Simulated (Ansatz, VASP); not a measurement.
Zn4Se3S: VASP beside Ansatz

```xyz
8
Lattice="-2.8302 2.8302 5.6571 2.8302 -2.8302 5.6571 2.8302 2.8302 -5.6571" Properties=species:S:1:pos:R:3 pbc="T T T"
Zn   -1.3674    1.3674    7.0344
Zn    1.3674   -1.3674    7.0344
Zn    1.4628    1.4628   -1.3774
Zn    1.3674    1.3674    4.2797
Se    0.0000    2.8302    2.8285
Se    2.8302    0.0000    2.8285
Se    0.0000    0.0000    0.0000
S     0.0000    0.0000    5.6571
```

Alike in both runs: functional PBE; k mesh 8 × 8 × 8; occupations gaussian, width 0.02 eV; no spin polarisation.

Ansatz relaxed the structure, and its values are those at the end. VASP's run is a single point on that final structure, the one shown.

|  | VASP | Ansatz |
| --- | --- | --- |
| version | VASP 6.6.1 | Ansatz 0.2.0 |
| potentials or method | VASP PAW PBE potentials, release 64 (Zn, Se, S), cutoff 520 eV | scalar-relativistic, plane waves, PAW |
| valence electrons in the cell | 72 | 102 |

```tsv
	VASP	Ansatz	Ansatz less VASP
gap on the k mesh at the Fermi level (eV)	1.34	1.34	-0.002
least direct gap on the mesh (eV)	1.34	1.34	-0.002
pressure (GPa)	0.2	0.0	-0.19
```

The functional is the same, so the differences come from potentials, cutoffs and numerics. VASP's potentials hold 72 valence electrons a cell and Ansatz's 102, so a difference there can come from the potentials and not from the codes.
